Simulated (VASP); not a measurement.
Write the native input for VASP 6.6.1 that does the following.

* Task: single point
* Functional: PBE
* Potentials or basis: VASP PAW PBE potentials, release 64 (Ba_sv, Mg, H)
* Cutoff: 520 eV
* k mesh: 12 × 12 × 6
* Occupations: gaussian, width 0.1 eV
* Spin: no spin polarisation
* Dipole correction: no
* Further INCAR settings: ALGO = Normal; EDIFF = 1e-07; NBANDS = 18

The structure of BaMg2H3 lies in POSCAR:

```
BaMg2H3
1.0
    3.7026234742      0.0000000000      0.0000000000
   -1.8513117371      3.2065659893      0.0000000000
    0.0000000000      0.0000000000      8.0742057858
Ba Mg H
1 2 3
Direct
    0.0000000000      0.0000000000      0.0000000000
    0.3333333333      0.6666666667      0.3574625566
    0.6666666667      0.3333333333      0.6425374434
    0.3333333333      0.6666666667      0.7748665580
    0.6666666667      0.3333333333      0.2251334420
    0.0000000000      0.0000000000      0.5000000000
```

These files were run (other wordings do the same):

INCAR

```
SYSTEM = BaMg2H3
PREC = Accurate ; ENCUT = 520
EDIFF = 1E-7 ; ISMEAR = 0
SIGMA = 0.1 ; LREAL = .FALSE.
LASPH = .TRUE. ; NELM = 100
ALGO = Normal ; ISIF = 2
LWAVE = .FALSE. ; LCHARG = .FALSE.
GGA = PE ; NBANDS = 18
```

KPOINTS

```
regular mesh
0
G
  12 12 6
  0 0 0
```

Potentials or basis: VASP PAW PBE potentials, release 64 (Ba_sv, Mg, H).

Command:

```bash
$ cat potpaw_PBE.64/Ba_sv/POTCAR potpaw_PBE.64/Mg/POTCAR potpaw_PBE.64/H/POTCAR > POTCAR
$ mpirun -np 1 vasp_std > vasp.out
```

Results of the run:

| Item | Value |
| --- | --- |
| Pressure | 0.3 GPa |
| Largest force | 0.034 eV/Å |

Wall time 2.5 min on 1 thread of Intel(R) Xeon(R) Platinum 8259CL CPU @ 2.50GHz (Skylake/Cascade Lake) (shared host), peak memory 0.33 GiB.
